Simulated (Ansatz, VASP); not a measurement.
**One calculation of V, two programs**

Contents of INCAR:

```
ALGO = Normal ; DIPOL = 0.5 0.5 0.500
EDIFF = 1E-6 ; ENCUT = 520
GGA = PE ; IDIPOL = 3
ISIF = 2 ; ISMEAR = -1
LASPH = True ; LCHARG = True
LDIPOL = True ; LELF = True
LREAL = False ; LVACPOTAV = True
LVHAR = True ; LWAVE = False
NBANDS = 26 ; NELM = 80
PREC = Accurate ; SIGMA = 0.05
```

Contents of KPOINTS:

```
k-points
0
Gamma
  11 11 1
```

POSCAR

```
V
1.0
    2.9970992482      0.0000000000      0.0000000000
    0.0000000000      2.9970992482      0.0000000000
    0.0000000000      0.0000000000     18.9971000000
V
3
Direct
    0.0000000000      0.0000000000      0.4211169271
    0.5000000000      0.5000000000      0.5000000000
    0.0000000000      0.0000000000      0.5788830729
```

Input for Ansatz:

```yaml
crystal:
  lattice:
    - [2.9970992482, 0.0, 0.0]
    - [0.0, 2.9970992482, 0.0]
    - [0.0, 0.0, 18.9971]
  atoms:
    - { symbol: V, position: [0.0, 0.0, 0.4211169271] }
    - { symbol: V, position: [0.5, 0.5, 0.5] }
    - { symbol: V, position: [0.0, 0.0, 0.5788830729] }
kpoints:
  mp_grid: { grid: [11, 11, 1] }
scf:
  occupations: { method: fermi_dirac, width: 0.05 }
hamiltonian:
  xc: pbe
  pseudopotentials: { kind: all_electron, lapw: { basis_error: 0.001 } }
output:
  forces: true
  stress: true
  eigenvalues: true
  populations: true
  dos: { projected: true, de: 0.2, e_range: [-14, 8] }
efield:
  axis: 3
  amplitude: 0
  dipole_correction: true
```

Alike in both runs: task single point; functional PBE; k mesh 11 × 11 × 1; occupations fermi-dirac, width 0.05 eV; no spin polarisation.

|  | VASP | Ansatz |
| --- | --- | --- |
| version | VASP 6.6.1 | Ansatz 0.2.0 |
| potentials or method | VASP PAW PBE potentials, release 64 (V_sv), cutoff 520 eV | all-electron LAPW, scalar-relativistic |

VASP gave:

```
rms of the force components (eV/Å) : 0.601
```

Problem. Which values does Ansatz return?

Solution. rms of the force components (eV/Å): 0.610.

Atom by atom the forces differ by 0.008 eV/Å (rms over components). Ansatz ran all-electron here, and VASP with PAW potentials.
